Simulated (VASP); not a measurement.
Set up this calculation in VASP 6.6.1, as the native input.

```yaml
Task: electric field gradients
Functional: PBEsol
Potentials_or_basis: VASP PAW PBE potentials, release 64 (In_d, Se)
Cutoff: 520 eV
k_mesh: 7 × 7 × 7
Occupations: fermi-dirac, width 0.01 eV
Spin: no spin polarisation
Dipole_correction: no
Further_INCAR_settings: ALGO = Normal; EDIFF = 1e-08; NBANDS = 27
```

The structure of InSe lies in POSCAR:

```
InSe
1.0
    2.0392252883      1.1773472692      8.4797833719
   -2.0392252883      1.1773472692      8.4797833719
    0.0000000000     -2.3546945383      8.4797833719
In Se
2 2
Direct
    0.0000000000      0.0000000000      0.0000000000
    0.1122000000      0.1122000000      0.1122000000
    0.6155000000      0.6155000000      0.6155000000
    0.8300000000      0.8300000000      0.8300000000
```

This cell differs from its parent crystal: volume scaled by 1.06.

These files were run (other wordings do the same):

INCAR

```
SYSTEM = InSe
PREC = Accurate
ENCUT = 520
EDIFF = 1E-8
ISMEAR = -1
SIGMA = 0.01
LREAL = .False.
LASPH = .True.
NELM = 80
ALGO = Normal
ISIF = 2
LWAVE = .False.
LCHARG = .False.
GGA = PS
LEFG = .True.
NBANDS = 27
```

KPOINTS

```
regular mesh
0
Gamma
  7 7 7
  0 0 0
```

Potentials or basis: VASP PAW PBE potentials, release 64 (In_d, Se).

Run with:

```console
$ cat potpaw_PBE.64/In_d/POTCAR potpaw_PBE.64/Se/POTCAR > POTCAR
$ mpirun -np 1 vasp_std > vasp.out
```

It gave:

```
Pressure               : -2.4 GPa
Largest force          : 0.371 eV/Å
Band gap on the k mesh : 0.54 eV, indirect (least direct gap 0.61 eV)
```

Caveat: without QUAD_EFG the Cq values of the log hold for a quadrupole moment of 1 mb, not for the nuclei; the PAW data sets were made with another functional, which shifts forces and pressure a little; spin-orbit coupling is left out, which moves the levels of the heavy elements.

It took 12 min on 1 thread of Intel(R) Xeon(R) Platinum 8259CL CPU @ 2.50GHz (Skylake/Cascade Lake), with other jobs on the host, peak memory 0.71 GiB.
